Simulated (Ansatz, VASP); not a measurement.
# GdCl in VASP and in Ansatz

```
Gd Cl
1.0
     3.74028    0.00000    0.00000
    -1.87014    3.23918    0.00000
     0.00000    0.00000    9.72324
Gd Cl
2 2
Cartesian
  1.8701 1.0797 8.0875
  0.0000 2.1595 3.2258
  1.8701 1.0797 5.2820
  0.0000 2.1595 0.4204
```

Alike in both runs: task single point; functional PBE; k mesh 8 × 8 × 3; occupations fermi-dirac, width 0.05 eV; collinear spin.

|  | VASP | Ansatz |
| --- | --- | --- |
| version | VASP 6.6.1 | Ansatz 0.2.0 |
| potentials or method | VASP PAW PBE potentials, release 64 (Gd, Cl) | Ansatz PAW |
| plane-wave cutoff (eV) | 520 | 420 |
| valence electrons in the cell | 50 | 50 |

|  | VASP | Ansatz | Ansatz less VASP |
| --- | --- | --- | --- |
| gap on the k mesh at the Fermi level (eV) | none | none | - |
| pressure (GPa) | -1.8 | -1.8 | +0.03 |
| traceless stress, the component that is largest in VASP (GPa) | -0.73 | -0.79 | -0.061 |
| net moment per atom (μB) | 3.51 | 3.50 | -0.002 |
| size of the moment on the site where the two differ most (μB) | 6.70 | 6.82 | +0.120 |

Site moments also hang on the region over which each program counts them. A gap of «none» marks a metal or a gap that the smearing closes.

Spin-orbit coupling is off throughout.
